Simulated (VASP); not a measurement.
The system is Mg.

```
CELL_PARAMETERS angstrom
-1.83599 1.83599 1.67940
1.83599 -1.83599 1.67940
1.83599 1.83599 -1.67940
ATOMIC_POSITIONS crystal
Mg 0.00000 0.00000 0.00000
```

Base run:

```yaml
Program: VASP 6.6.1
Functional: PBE
Potentials_or_basis: VASP PAW PBE potentials, release 64 (Mg)
Cutoff: 500 eV
k_mesh: 4 × 4 × 4, shifted
Occupations: gaussian, width 0.1 eV
Spin: no spin polarisation
```

Its results: band gap on the k mesh zero (bands 1 and 2 overlap by 2.56 eV); pressure 0.4 GPa.

The run is repeated on the same cell with these changes: cutoff from 500 eV to 600 eV; further incar settings from ALGO = Normal; EDIFF = 1e-06; NBANDS = 7; ISYM = -1 to ALGO = Normal; EDIFF = 1e-06; NBANDS = 7. What comes out?

Band gap on the k mesh zero (bands 1 and 2 overlap by 2.11 eV); pressure 0.8 GPa.

Caveats: some runs use coarse meshes.
